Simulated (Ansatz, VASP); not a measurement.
## Te2Mo: VASP beside Ansatz

File INCAR:

```
SYSTEM = Te2Mo
  PREC = Accurate
  ENCUT = 600
  EDIFF = 1E-6
  ISMEAR = 0
  SIGMA = 0.01
  LREAL = .False.
  LASPH = .True.
  NELM = 100
  ALGO = Normal
  ISIF = 3
  LWAVE = .False.
  LCHARG = .False.
  GGA = PE
  IVDW = 12
  IBRION = 2
  NSW = 80
  EDIFFG = -0.005
```

The input KPOINTS:

```
Automatic mesh
0
Gamma
  12 12 4
  0 0 0
```

Contents of POSCAR:

```
Te2Mo
1.0
    3.5182000000      0.0000000000      0.0000000000
   -1.7591000000      3.0468505756      0.0000000000
    0.0000000000      0.0000000000     13.9736000000
Te Mo
4 2
Direct
    0.3333333333      0.6666666667      0.6210000000
    0.6666666667      0.3333333333      0.1210000000
    0.3333333333      0.6666666667      0.8790000000
    0.6666666667      0.3333333333      0.3790000000
    0.3333333333      0.6666666667      0.2500000000
    0.6666666667      0.3333333333      0.7500000000
```

Input for Ansatz:

```yaml
crystal:
  lattice:
    - [3.5182, 0.0, 0.0]
    - [-1.7591, 3.0468505756, 0.0]
    - [0.0, 0.0, 13.9736]
  atoms:
    - { symbol: Te, position: [0.3333333333, 0.6666666667, 0.621] }
    - { symbol: Te, position: [0.6666666667, 0.3333333333, 0.121] }
    - { symbol: Te, position: [0.3333333333, 0.6666666667, 0.879] }
    - { symbol: Te, position: [0.6666666667, 0.3333333333, 0.379] }
    - { symbol: Mo, position: [0.3333333333, 0.6666666667, 0.25] }
    - { symbol: Mo, position: [0.6666666667, 0.3333333333, 0.75] }
scf:
  occupations: { method: fixed }
output:
  forces: true
  stress: true
  eigenvalues: true
  write_density: true
  write_potential: true
  elf: true
  volumetric_format: npy
kpoints:
  mp_grid: { grid: [12, 12, 4] }
hamiltonian:
  xc: pbe
  dispersion: d3bj
relax:
  f_tol: 0.005
  max_steps: 60
  cell: { stress_tol: 0.03 }
```

Alike in both runs: task relaxation of cell and atoms; functional PBE; dispersion D3(BJ); k mesh 12 × 12 × 4; no spin polarisation.

```csv
,VASP,Ansatz
version,VASP 6.6.1,Ansatz 0.2.0
potentials or method,"VASP PAW PBE potentials, release 64 (Te, Mo_sv)","scalar-relativistic, plane waves, PAW"
plane-wave cutoff (eV),600,420
occupations,"gaussian, width 0.01 eV",fixed
valence electrons in the cell,52,92
```

Ansatz gave:

* gap on the k mesh at the Fermi level, each at its own relaxed structure (eV): 0.65
* relaxed volume (Å³/atom): 24.17
* relaxed length of the cell vector where the two differ most in proportion (Å): 3.497

Question: Estimate VASP's values.

Answer: gap on the k mesh at the Fermi level, each at its own relaxed structure (eV): 0.64; relaxed volume (Å³/atom): 24.15; relaxed length of the cell vector where the two differ most in proportion (Å): 3.495.

VASP's potentials hold 52 valence electrons a cell and Ansatz's 92, so a difference there can come from the potentials and not from the codes. Ansatz's warnings: relaxed geometry near dispersion switch.

Spin-orbit coupling is off throughout.
